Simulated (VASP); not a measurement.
# Pt (P6_3/mmc) in VASP: a series of runs, part 2 of 2

VASP 6.6.1. Earlier steps stand in the parts before.

### 3 Single point, LDA

This run uses another cell than the first one, of 14.86 Å³/atom.

Contents of INCAR:

```
PREC = Accurate ; ENCUT = 570
EDIFF = 1E-6 ; ISMEAR = -1
SIGMA = 0.1 ; LREAL = False
LASPH = True ; NELM = 120
ALGO = Normal ; ISIF = 2
LWAVE = False ; LCHARG = False
NBANDS = 25 ; GGA_COMPAT = False
```

Contents of KPOINTS:

```
Automatic mesh
0
Gamma
  13 13 7
```

Contents of POSCAR:

```
Pt
1.0
    2.7150233397      0.0000000000      0.0000000000
   -1.3575116699      2.3512791841      0.0000000000
    0.0000000000      0.0000000000      4.6570571281
Pt
2
Direct
    0.3333333333      0.6666666667      0.2500000000
    0.6666666667      0.3333333333      0.7500000000
```

Potentials or basis: VASP PAW LDA potentials, release 64 (Pt_sv_GW).

Started as:

```bash
> cat potpaw_LDA.64/Pt_sv_GW/POTCAR > POTCAR
> mpirun -np 1 vasp_std > vasp.out
```

OUTCAR:

```text
PREC = Accurate
   ENCUT = 570
   EDIFF = 1E-6
   ISMEAR = -1
   LREAL = False
   LASPH = True
   NELM = 120
   ISIF = 2

 ion  position               nearest neighbor table
   1  0.333  0.667  0.250-   2 2.81   2 2.81   2 2.81   2 2.81   2 2.81   2 2.81
   2  0.667  0.333  0.750-   1 2.81   1 2.81   1 2.81   1 2.81   1 2.81   1 2.81

  LATTYP: Found a hexagonal cell.
 ALAT       =     2.7150233397
 C/A-ratio  =     1.7152917472

  Lattice vectors:

 A1 = (   2.7150233397,   0.0000000000,   0.0000000000)
 A2 = (  -1.3575116699,   2.3512791841,   0.0000000000)
 A3 = (   0.0000000000,   0.0000000000,   4.6570571281)

Analysis of symmetry for initial positions (statically):
=====================================================================
 Subroutine PRICEL returns:
 Original cell was already a primitive cell.

 Routine SETGRP: Setting up the symmetry group for a
 hexagonal supercell.

 Subroutine GETGRP returns: Found 24 space group operations
 (whereof 12 operations were pure point group operations)
 out of a pool of 24 trial point group operations.

The static configuration has the point symmetry D_3d.
 The point group associated with its full space group is D_6h.

Analysis of symmetry for dynamics (positions and initial velocities):
=====================================================================
 Subroutine PRICEL returns:
 Original cell was already a primitive cell.

 Routine SETGRP: Setting up the symmetry group for a
 hexagonal supercell.

 Subroutine GETGRP returns: Found 24 space group operations
 (whereof 12 operations were pure point group operations)
 out of a pool of 24 trial point group operations.

The dynamic configuration has the point symmetry D_3d.
 The point group associated with its full space group is D_6h.

 Subroutine INISYM returns: Found 24 space group operations
 (whereof 12 operations are pure point group operations),
[... 110 lines left out ...]
   EFERMI =   0.00;   METHOD = LEGACY
   ISMEAR =    -1;   SIGMA  =   0.10  broadening in eV -4-tet -1-fermi 0-gaus
   EFERMI_NEDOS =   21; number of points for ismear=-14 and -15
   IALGO  =     38    algorithm
   IMIX   =      4    mixing-type and parameters
     AMIX     =   0.40;   BMIX     =  1.00
     AMIX_MAG =   1.60;   BMIX_MAG =  1.00
  volume/ion in A,a.u.               =      14.86       100.31
  Fermi-wavevector in a.u.,A,eV,Ry     =   1.744935  3.297449 41.426988  3.044798
  Thomas-Fermi vector in A             =   2.816719
   LORBIT       =      0    0 simple, 1 ext, 2 COOP (PROOUT), +10 PAW based schemes
   GGA     = CA    functional components
   LHFCALC =     F    Hartree Fock is set to
   AEXX    =    0.0000 exact exchange contribution
   IVDW    =     0    specifies the selected vdW correction
   LEPSILON=     F    determine dielectric tensor
   LRPA    =     F    only Hartree local field effects (RPA)
 non-spin polarized calculation
  energy-cutoff  :      570.00
  volume of cell :       29.73
 maximum number of plane-waves:       932
 NGX is ok and might be reduce to    24
   NGX = 11   NGY = 11   NGZ = 19

 number of electron      36.0000002 magnetization

 Free energy of the ion-electron system (eV)
  ---------------------------------------------------
  ext. energy  EPLUGINS =         0.00000000
  ---------------------------------------------------
  free energy    TOTEN  =       -14.57726408 eV

  energy without entropy =      -14.47044766  energy(sigma->0) =      -14.52385587

 E-fermi :  10.7294     XC(G=0): -14.4633

 val. band max:       10.7228449194   @ k =   0.3846   0.1538   0.0000
 cond. band min:      10.7336479111   @ k =   0.3846   0.0000   0.2857
 fundamental gap:      0.0108029917
 Fermi energy:        10.7293516439

 k-point     1 :       0.0000    0.0000    0.0000
  band No.  band energies     occupation
      1     -87.5798      2.00000
      2     -87.5515      2.00000
      3     -42.1283      2.00000
      4     -41.8290      2.00000
      5     -41.8290      2.00000
      6     -41.7748      2.00000
[... 661 lines left out ...]
     24      28.4239      0.00000
     25      29.2888      0.00000

 [... further k-points ...]

------------------------ aborting loop because EDIFF is reached ----------------------------------------

  FORCE on cell =-STRESS in cart. coord.  units (eV):
  Direction    XX          YY          ZZ          XY          YZ          ZX
  --------------------------------------------------------------------------------------
  -------------------------------------------------------------------------------------
  Total       -0.0498466     -0.0498466     -0.1182047      0.0000000     -0.0000000      0.0000000
  in kB       -2.6863131     -2.6863131     -6.3702446      0.0000000     -0.0000000      0.0000000
  external PRESSURE =      -3.9142902 kB  Pullay stress =       0.0000000 kB

 VOLUME and BASIS-vectors are now :
 -----------------------------------------------------------------------------
  energy-cutoff  :      570.00
  volume of cell :       29.73
      direct lattice vectors                 reciprocal lattice vectors
     2.715023340  0.000000000  0.000000000     0.368320959  0.212650205  0.000000000
    -1.357511670  2.351279184  0.000000000     0.000000000  0.425300410  0.000000000
     0.000000000  0.000000000  4.657057128     0.000000000  0.000000000  0.214727879

 POSITION                                       TOTAL-FORCE (eV/Angst)
 -----------------------------------------------------------------------------------
     -0.00000      1.56752      1.16426         0.000000     -0.000000      0.000000
      1.35751      0.78376      3.49279        -0.000000      0.000000      0.000000
 -----------------------------------------------------------------------------------
    total drift:                               -0.000000      0.000000     -0.000000

  FREE ENERGIE OF THE ION-ELECTRON SYSTEM (eV)
  ---------------------------------------------------
  free  energy   TOTEN  =       -14.5772640822 eV

  energy  without entropy=      -14.4704476591  energy(sigma->0) =      -14.52385587
```

OSZICAR:

```text
N       E                     dE             d eps       ncg     rms          rms(c)
DAV:   1     0.453887808662E+03    0.45389E+03   -0.28287E+04  4536   0.172E+03
DAV:   2    -0.120766739015E+01   -0.45510E+03   -0.44531E+03  4921   0.621E+02
DAV:   3    -0.168312483168E+02   -0.15624E+02   -0.15462E+02  4973   0.111E+02
DAV:   4    -0.169336151058E+02   -0.10237E+00   -0.10225E+00  4882   0.945E+00
DAV:   5    -0.169341709455E+02   -0.55584E-03   -0.55576E-03  5076   0.653E-01    0.970E+01
DAV:   6    -0.146913519014E+02    0.22428E+01   -0.43985E+00  4520   0.172E+01    0.492E+01
DAV:   7    -0.146056560453E+02    0.85696E-01   -0.74703E-01  5096   0.617E+00    0.108E+01
DAV:   8    -0.145774276077E+02    0.28228E-01   -0.98698E-02  4499   0.303E+00    0.371E-01
DAV:   9    -0.145773158640E+02    0.11174E-03   -0.22575E-03  4795   0.375E-01    0.271E-01
DAV:  10    -0.145772646973E+02    0.51167E-04   -0.70781E-05  4862   0.102E-01    0.178E-01
DAV:  11    -0.145772640822E+02    0.61512E-06   -0.30147E-06  4146   0.168E-02
   1 F= -.14577264E+02 E0= -.14523856E+02  d E =-.106816E+00
```

Run time: 48 s. Hardware: 1 thread of Intel Xeon 6975P-C (Granite Rapids), shared host; peak memory 0.18 GiB.

What came out:

* Free energy: -14.5773 eV
* Pressure: -0.4 GPa
* Band gap on the k mesh: zero (bands 18 and 19 overlap by 1.25 eV)

Caveat: spin-orbit coupling is left out, which moves the levels of the heavy elements.

### 4 Single point, LDA (13.08 Å³/atom)

This run uses another cell than the first one, of 13.08 Å³/atom.

Contents of INCAR:

```
PREC = Accurate
ENCUT = 570
EDIFF = 1E-6
ISMEAR = -1
SIGMA = 0.1
LREAL = False
LASPH = True
NELM = 120
ALGO = Normal
ISIF = 2
LWAVE = False
LCHARG = False
GGA = CA
NBANDS = 25
GGA_COMPAT = False
```

Contents of KPOINTS:

```
Automatic mesh
0
Gamma
  15 15 8
```

Contents of POSCAR:

```
Pt
1.0
    2.6017633485      0.0000000000      0.0000000000
   -1.3008816742      2.2531931544      0.0000000000
    0.0000000000      0.0000000000      4.4627831998
Pt
2
Direct
    0.3333333333      0.6666666667      0.2500000000
    0.6666666667      0.3333333333      0.7500000000
```

Started as:

```bash
> cat potpaw_LDA.64/Pt_sv_GW/POTCAR > POTCAR
> mpirun -np 1 vasp_std > vasp.out
```

Wall time 38 s (1 thread of Intel Xeon Platinum 8488C (Sapphire Rapids), shared host); peak memory 0.19 GiB.

The run converged. Its results:

```yaml
Free_energy: -14.0209 eV
Pressure: 53.6 GPa
Band_gap_on_the_k_mesh: zero (bands 18 and 19 overlap by 1.69 eV)
```

Stress tensor (GPa, compression positive):
```
55.25  0.00  0.00
 0.00 55.25  0.00
 0.00  0.00 50.44
```

Levels at points of the mesh, in eV from the Fermi level:
```csv
k point,band 14,band 15,band 16,band 17,band 18,band 19,band 20,band 21,band 22,band 23
"(0.00, 0.00, 0.00)",-4.10,-4.10,-2.57,-2.57,-1.43,-0.32,-0.32,6.24,14.61,15.66
"(0.00, 0.00, 0.50)",-4.63,-4.63,-4.63,-1.10,-1.10,-1.10,-1.10,13.29,13.29,15.66
```

Caveat: the cell stands under pressure; spin-orbit coupling is left out, which moves the levels of the heavy elements.

### 5 Single point, LDA (14.86 Å³/atom)

This run uses another cell than the first one, of 14.86 Å³/atom.

Contents of INCAR:

```
SYSTEM = Pt
  ALGO = Normal
  EDIFF = 1E-6
  ENCUT = 570
  GGA_COMPAT = .FALSE.
  ISIF = 2
  ISMEAR = -1
  LASPH = .TRUE.
  LCHARG = .FALSE.
  LREAL = .FALSE.
  LWAVE = .FALSE.
  NBANDS = 25
  NELM = 120
  PREC = Accurate
  SIGMA = 0.1
```

Contents of KPOINTS:

```
k-points
0
G
  15 15 8
  0 0 0
```

Contents of POSCAR:

```
Pt
1.0
    2.7150233397      0.0000000000      0.0000000000
   -1.3575116699      2.3512791841      0.0000000000
    0.0000000000      0.0000000000      4.6570571281
Pt
2
Direct
    0.3333333333      0.6666666667      0.2500000000
    0.6666666667      0.3333333333      0.7500000000
```

Started as:

```bash
> cat potpaw_LDA.64/Pt_sv_GW/POTCAR > POTCAR
> mpirun -np 1 vasp_std > vasp.out
```

Run time: 76 s. Hardware: 1 thread of Intel Xeon Platinum 8259CL at 2.50GHz (Skylake/Cascade Lake), shared host; peak memory 0.21 GiB.

The run converged. Its results:

```yaml
Free_energy: -14.5774 eV
Pressure: -0.3 GPa
Band_gap_on_the_k_mesh: zero (bands 18 and 19 overlap by 1.35 eV)
```

Levels at points of the mesh, in eV from the Fermi level:
| k point | band 15 | band 16 | band 17 | band 18 | band 19 | band 20 | band 21 | band 22 |
| --- | --- | --- | --- | --- | --- | --- | --- | --- |
| (0.00, 0.00, 0.00) | -3.35 | -2.09 | -2.09 | -0.89 | -0.26 | -0.26 | 5.23 | 14.97 |
| (0.00, 0.00, 0.50) | -3.78 | -3.78 | -0.90 | -0.90 | -0.90 | -0.90 | 12.60 | 12.60 |

Caveat: spin-orbit coupling is left out, which moves the levels of the heavy elements.

### 6 Summary

| cell | k mesh | gap on the mesh (eV) | pressure (GPa) |
| --- | --- | --- | --- |
| a = 2.678, b = 2.678, c = 4.594 Å, angles 90.0, 90.0, 120.0°, 2 atoms | 15 × 15 × 8 | none | 13.5 |
| a = 2.715, b = 2.715, c = 4.657 Å, angles 90.0, 90.0, 120.0°, 2 atoms | 13 × 13 × 7 | none | -0.4 |
| a = 2.602, b = 2.602, c = 4.463 Å, angles 90.0, 90.0, 120.0°, 2 atoms | 15 × 15 × 8 | none | 53.6 |
| a = 2.715, b = 2.715, c = 4.657 Å, angles 90.0, 90.0, 120.0°, 2 atoms | 15 × 15 × 8 | none | -0.3 |

Alike in all rows: task single point; level LDA; potentials or basis VASP PAW LDA potentials, release 64 (Pt_sv_GW); no spin polarisation; cutoff (eV) 570; smearing fermi-dirac 0.1 eV.

Caveats: spin-orbit coupling is left out, which moves the levels of the heavy elements; the cell stands under pressure (at least some runs).

Absolute energies hang on the potentials; compare differences alone.
